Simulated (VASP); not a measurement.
# KCl (Pm-3m) in VASP: a series of runs

Runs on KCl. Level: PBEsol. Tasks: electric field gradients.

Everything below comes from runs of VASP 6.6.1. Logs are shortened: lines on timing, memory, paths and dates and some standing lists are left out, and cuts for length are marked.

## 1. The cell of the first run

Symmetry: Pm-3m, No. 221, cubic system. Conventional cell: a = 3.682 Å, b = 3.682 Å, c = 3.682 Å, α = 90.00°, β = 90.00°, γ = 90.00°. Within 4.2 Å of K (site symmetry m-3m) lie 8 Cl at 3.19 Å and 6 K at 3.68 Å. Within 4.2 Å of Cl (site symmetry m-3m) lie 8 K at 3.19 Å and 6 Cl at 3.68 Å.

## 2. Electric field gradients, PBEsol (volume scaled by 1.04)

Input file INCAR:

```
PREC = Accurate ; ENCUT = 400
EDIFF = 1E-8 ; ISMEAR = -1
SIGMA = 0.02 ; LREAL = F
LASPH = T ; NELM = 120
ALGO = Normal ; ISIF = 2
LWAVE = F ; LCHARG = F
GGA = PS ; LEFG = T
NBANDS = 15 ; GGA_COMPAT = F
```

Input file KPOINTS:

```
regular mesh
0
Gamma
  7 7 7
```

Input file POSCAR:

```
KCl
1.0
    3.6818212735      0.0000000000      0.0000000000
    0.0000000000      3.6818212735      0.0000000000
    0.0000000000      0.0000000000      3.6818212735
K Cl
1 1
Direct
    0.0000000000      0.0000000000      0.0000000000
    0.5000000000      0.5000000000      0.5000000000
```

Potentials or basis: VASP PAW PBE potentials, release 64 (K_sv, Cl).

Started as:

```sh
cat potpaw_PBE.64/K_sv/POTCAR potpaw_PBE.64/Cl/POTCAR > POTCAR
mpirun -np 1 vasp_std > vasp.out
```

OUTCAR:

```text
PREC = Accurate
   ENCUT = 400
   EDIFF = 1E-8
   ISMEAR = -1
   LREAL = F
   LASPH = T
   NELM = 120
   ISIF = 2
   GGA = PS

 ion  position               nearest neighbor table
   1  0.000  0.000  0.000-   2 3.19   2 3.19   2 3.19   2 3.19   2 3.19   2 3.19   2 3.19   2 3.19

   2  0.500  0.500  0.500-   1 3.19   1 3.19   1 3.19   1 3.19   1 3.19   1 3.19   1 3.19   1 3.19

  LATTYP: Found a simple cubic cell.
 ALAT       =     3.6818212735

  Lattice vectors:

 A1 = (   3.6818212735,   0.0000000000,   0.0000000000)
 A2 = (   0.0000000000,   3.6818212735,   0.0000000000)
 A3 = (   0.0000000000,   0.0000000000,   3.6818212735)

Analysis of symmetry for initial positions (statically):
=====================================================================
 Subroutine PRICEL returns:
 Original cell was already a primitive cell.

 Routine SETGRP: Setting up the symmetry group for a
 simple cubic supercell.

 Subroutine GETGRP returns: Found 48 space group operations
 (whereof 48 operations were pure point group operations)
 out of a pool of 48 trial point group operations.

The static configuration has the point symmetry O_h .

Analysis of symmetry for dynamics (positions and initial velocities):
=====================================================================
 Subroutine PRICEL returns:
 Original cell was already a primitive cell.

 Routine SETGRP: Setting up the symmetry group for a
 simple cubic supercell.

 Subroutine GETGRP returns: Found 48 space group operations
 (whereof 48 operations were pure point group operations)
 out of a pool of 48 trial point group operations.

The dynamic configuration has the point symmetry O_h .

 Subroutine INISYM returns: Found 48 space group operations
 (whereof 48 operations are pure point group operations),
 and found     1 'primitive' translations

----------------------------------------------------------------------------------------

                                     Primitive cell

  volume of cell :      49.9101

  direct lattice vectors                    reciprocal lattice vectors
     3.681821274  0.000000000  0.000000000     0.271604710  0.000000000  0.000000000
     0.000000000  3.681821274  0.000000000     0.000000000  0.271604710  0.000000000
     0.000000000  0.000000000  3.681821274     0.000000000  0.000000000  0.271604710

  length of vectors
     3.681821274  3.681821274  3.681821274     0.271604710  0.271604710  0.271604710
[... 129 lines left out ...]

 k-point     1 :       0.0000    0.0000    0.0000
  band No.  band energies     occupation
      1     -27.9374      2.00000
      2     -13.0509      2.00000
      3     -11.3590      2.00000
      4     -11.3590      2.00000
      5     -11.3590      2.00000
      6      -0.4702      2.00000
      7      -0.4702      2.00000
      8      -0.4702      2.00000
      9       4.9265      0.00000
     10       6.0460      0.00000
     11       6.0460      0.00000
     12      10.7048      0.00000
     13      10.7048      0.00000
     14      10.7048      0.00000
[... 329 lines left out ...]
      2     -12.5233      2.00000
      3     -11.5986      2.00000
      4     -11.5974      2.00000
      5     -11.5974      2.00000
      6      -1.8409      2.00000
      7      -1.8409      2.00000
      8      -1.7818      2.00000
      9       8.3397      0.00000
     10       8.6800      0.00000
     11       8.6800      0.00000
     12      10.1003      0.00000
     13      10.1800      0.00000
     14      10.1800      0.00000
     15      12.7814      0.00000

------------------------ aborting loop because EDIFF is reached ----------------------------------------

  FORCE on cell =-STRESS in cart. coord.  units (eV):
  Direction    XX          YY          ZZ          XY          YZ          ZX
  --------------------------------------------------------------------------------------
  -------------------------------------------------------------------------------------
  Total        0.3731269      0.3731269      0.3731269     -0.0000000     -0.0000000      0.0000000
  in kB       11.9778552     11.9778552     11.9778552     -0.0000000     -0.0000000      0.0000000
  external PRESSURE =      11.9778552 kB  Pullay stress =       0.0000000 kB

 VOLUME and BASIS-vectors are now :
 -----------------------------------------------------------------------------
  energy-cutoff  :      400.00
  volume of cell :       49.91
      direct lattice vectors                 reciprocal lattice vectors
     3.681821274  0.000000000  0.000000000     0.271604710  0.000000000  0.000000000
     0.000000000  3.681821274  0.000000000     0.000000000  0.271604710  0.000000000
     0.000000000  0.000000000  3.681821274     0.000000000  0.000000000  0.271604710

 POSITION                                       TOTAL-FORCE (eV/Angst)
 -----------------------------------------------------------------------------------
      0.00000      0.00000      0.00000         0.000000      0.000000      0.000000
      1.84091      1.84091      1.84091         0.000000      0.000000      0.000000
 -----------------------------------------------------------------------------------
    total drift:                                0.000000      0.000000     -0.000000

  FREE ENERGIE OF THE ION-ELECTRON SYSTEM (eV)
  ---------------------------------------------------
  free  energy   TOTEN  =        -6.9072339313 eV

  energy  without entropy=       -6.9072339313  energy(sigma->0) =       -6.90723393

 Electric field gradients (V/A^2)
---------------------------------------------------------------------
 ion       V_xx      V_yy      V_zz      V_xy      V_xz      V_yz
---------------------------------------------------------------------
   1      -0.000     0.000    -0.000    -0.000    -0.000     0.000
   2       0.000     0.000     0.000     0.000    -0.000    -0.000
---------------------------------------------------------------------

 Electric field gradients after diagonalization (V/A^2)
 (convention: |V_zz| > |V_xx| > |V_yy|)
----------------------------------------------------------------------
 ion       V_xx      V_yy      V_zz     asymmetry (V_yy - V_xx)/ V_zz
----------------------------------------------------------------------
   1      -0.000     0.000    -0.000      -0.859
   2       0.000     0.000     0.000      -0.234
----------------------------------------------------------------------

           NMR quadrupolar parameters

 Cq : quadrupolar parameter    Cq=e*Q*V_zz/h
 eta: asymmetry parameters     (V_yy - V_xx)/ V_zz
 Q  : nuclear electric quadrupole moment in mb (millibarn)
----------------------------------------------------------------------
 ion       Cq(MHz)       eta       Q (mb)
----------------------------------------------------------------------
   1      -0.000      -0.859       1.000
   2       0.000      -0.234       1.000
----------------------------------------------------------------------
```

stdout:

```text
POSCAR found type information on POSCAR K Cl
 POSCAR found :  2 types and       2 ions
 scaLAPACK will be used
 -----------------------------------------------------------------------------
|                                                                             |
|                                                                             |
|     You enforced a specific xc type in the INCAR file but a different       |
|     I HOPE YOU KNOW WHAT YOU ARE DOING!                                     |
|                                                                             |
 -----------------------------------------------------------------------------

 LDA part: xc-table for (Slater+PW92), standard interpolation
 POSCAR, INCAR and KPOINTS ok, starting setup
 FFT: planning ... GRIDC
 FFT: planning ... GRID_SOFT
 FFT: planning ... GRID
 WAVECAR not read
 entering main loop
ion   1

ion   2
```

It took 9.5 s on 1 thread of Intel Xeon Platinum 8259CL at 2.50GHz (Skylake/Cascade Lake), shared host; peak memory 0.14 GiB.

Results:

```
Free energy            : -6.9072 eV
Pressure               : 1.2 GPa
Band gap on the k mesh : 5.19 eV, indirect (least direct gap 5.40 eV)
```

Levels at points of the mesh, in eV from the valence-band top:
```tsv
k point	band 4	band 5	band 6	band 7	band 8	band 9	band 10	band 11	band 12	band 13
(0.00, 0.00, 0.00)	-11.09	-11.09	-0.20	-0.20	-0.20	5.19	6.31	6.31	10.97	10.97
```

Caveat: without QUAD_EFG the Cq values of the log hold for a quadrupole moment of 1 mb, not for the nuclei; the PAW data sets were made with another functional, which shifts forces and pressure a little. A k mesh can miss the band edges.

## 3. Electric field gradients, PBEsol (volume scaled by 1.04)

Input file INCAR:

```
SYSTEM = KCl
PREC = Accurate ; ENCUT = 400
EDIFF = 1E-8 ; ISMEAR = -1
SIGMA = 0.02 ; LREAL = .FALSE.
LASPH = .TRUE. ; NELM = 120
ALGO = Normal ; ISIF = 2
LWAVE = .FALSE. ; LCHARG = .FALSE.
GGA = PS ; LEFG = .TRUE.
NBANDS = 15 ; GGA_COMPAT = .FALSE.
```

Input file KPOINTS:

```
Automatic mesh
0
G
  7 7 7
  0 0 0
```

POSCAR is that of step 2.

Potentials or basis: VASP PAW PBE potentials, release 64 (K_sv, Cl).

Started as:

```sh
cat potpaw_PBE.64/K_sv/POTCAR potpaw_PBE.64/Cl/POTCAR > POTCAR
mpirun -np 1 vasp_std > vasp.out
```

OUTCAR:

```text
SYSTEM = KCl
   PREC = Accurate
   ENCUT = 400
   EDIFF = 1E-8
   ISMEAR = -1
   LREAL = .FALSE.
   LASPH = .TRUE.
   NELM = 120
   ISIF = 2
   GGA = PS

 ion  position               nearest neighbor table
   1  0.000  0.000  0.000-   2 3.19   2 3.19   2 3.19   2 3.19   2 3.19   2 3.19   2 3.19   2 3.19

   2  0.500  0.500  0.500-   1 3.19   1 3.19   1 3.19   1 3.19   1 3.19   1 3.19   1 3.19   1 3.19

  LATTYP: Found a simple cubic cell.
 ALAT       =     3.6818212735

  Lattice vectors:

 A1 = (   3.6818212735,   0.0000000000,   0.0000000000)
 A2 = (   0.0000000000,   3.6818212735,   0.0000000000)
 A3 = (   0.0000000000,   0.0000000000,   3.6818212735)

Analysis of symmetry for initial positions (statically):
=====================================================================
 Subroutine PRICEL returns:
 Original cell was already a primitive cell.

 Routine SETGRP: Setting up the symmetry group for a
 simple cubic supercell.

 Subroutine GETGRP returns: Found 48 space group operations
[... 541 lines left out ...]
     3.681821274  0.000000000  0.000000000     0.271604710  0.000000000  0.000000000
     0.000000000  3.681821274  0.000000000     0.000000000  0.271604710  0.000000000
     0.000000000  0.000000000  3.681821274     0.000000000  0.000000000  0.271604710

 POSITION                                       TOTAL-FORCE (eV/Angst)
 -----------------------------------------------------------------------------------
      0.00000      0.00000      0.00000         0.000000      0.000000      0.000000
      1.84091      1.84091      1.84091         0.000000      0.000000      0.000000
 -----------------------------------------------------------------------------------
    total drift:                                0.000000      0.000000     -0.000000

  FREE ENERGIE OF THE ION-ELECTRON SYSTEM (eV)
  ---------------------------------------------------
  free  energy   TOTEN  =        -6.9072339313 eV

  energy  without entropy=       -6.9072339313  energy(sigma->0) =       -6.90723393

 Electric field gradients (V/A^2)
---------------------------------------------------------------------
 ion       V_xx      V_yy      V_zz      V_xy      V_xz      V_yz
---------------------------------------------------------------------
   1      -0.000     0.000    -0.000    -0.000    -0.000     0.000
   2       0.000     0.000     0.000     0.000    -0.000    -0.000
---------------------------------------------------------------------

 Electric field gradients after diagonalization (V/A^2)
 (convention: |V_zz| > |V_xx| > |V_yy|)
----------------------------------------------------------------------
 ion       V_xx      V_yy      V_zz     asymmetry (V_yy - V_xx)/ V_zz
----------------------------------------------------------------------
   1      -0.000     0.000    -0.000      -0.859
   2       0.000     0.000     0.000      -0.234
----------------------------------------------------------------------

           NMR quadrupolar parameters

 Cq : quadrupolar parameter    Cq=e*Q*V_zz/h
 eta: asymmetry parameters     (V_yy - V_xx)/ V_zz
 Q  : nuclear electric quadrupole moment in mb (millibarn)
----------------------------------------------------------------------
 ion       Cq(MHz)       eta       Q (mb)
----------------------------------------------------------------------
   1      -0.000      -0.859       1.000
   2       0.000      -0.234       1.000
----------------------------------------------------------------------
```

OSZICAR:

```text
N       E                     dE             d eps       ncg     rms          rms(c)
DAV:   1     0.825658093967E+02    0.82566E+02   -0.61865E+03   600   0.797E+02
DAV:   2    -0.272393969095E+01   -0.85290E+02   -0.79302E+02   798   0.218E+02
DAV:   3    -0.701992994506E+01   -0.42960E+01   -0.42719E+01   789   0.433E+01
DAV:   4    -0.715450093976E+01   -0.13457E+00   -0.13455E+00   892   0.770E+00
DAV:   5    -0.715716859009E+01   -0.26677E-02   -0.26675E-02   797   0.935E-01    0.337E+00
DAV:   6    -0.693550436535E+01    0.22166E+00   -0.22096E-01   740   0.324E+00    0.286E+00
DAV:   7    -0.690645609190E+01    0.29048E-01   -0.69814E-02   789   0.191E+00    0.166E+00
DAV:   8    -0.690712688520E+01   -0.67079E-03   -0.15403E-02   827   0.939E-01    0.228E-01
DAV:   9    -0.690707945850E+01    0.47427E-04   -0.58782E-04   782   0.163E-01    0.933E-02
DAV:  10    -0.690723627131E+01   -0.15681E-03   -0.20794E-04   678   0.115E-01    0.304E-02
DAV:  11    -0.690723275505E+01    0.35163E-05   -0.16889E-05   824   0.319E-02    0.122E-02
DAV:  12    -0.690723410393E+01   -0.13489E-05   -0.94518E-07   643   0.757E-03    0.241E-03
DAV:  13    -0.690723398573E+01    0.11820E-06   -0.65266E-08   803   0.187E-03    0.620E-04
DAV:  14    -0.690723390735E+01    0.78383E-07   -0.65339E-09   575   0.706E-04    0.111E-04
DAV:  15    -0.690723392596E+01   -0.18618E-07   -0.93159E-10   482   0.258E-04    0.996E-05
DAV:  16    -0.690723393133E+01   -0.53635E-08   -0.24462E-10   377   0.112E-04
   1 F= -.69072339E+01 E0= -.69072339E+01  d E =-.207148E-10
```

Run time: 12 s. Hardware: 1 thread of Intel Xeon Platinum 8259CL at 2.50GHz (Skylake/Cascade Lake), shared host; peak memory 0.13 GiB.

What came out:

```
Free energy            : -6.9072 eV
Pressure               : 1.2 GPa
Band gap on the k mesh : 5.19 eV, indirect (least direct gap 5.40 eV)
```

Levels at points of the mesh, in eV from the valence-band top:
| k point | band 6 | band 7 | band 8 | band 9 | band 10 | band 11 |
| --- | --- | --- | --- | --- | --- | --- |
| (0.00, 0.00, 0.00) | -0.20 | -0.20 | -0.20 | 5.19 | 6.31 | 6.31 |

Caveat: without QUAD_EFG the Cq values of the log hold for a quadrupole moment of 1 mb, not for the nuclei; the PAW data sets were made with another functional, which shifts forces and pressure a little.
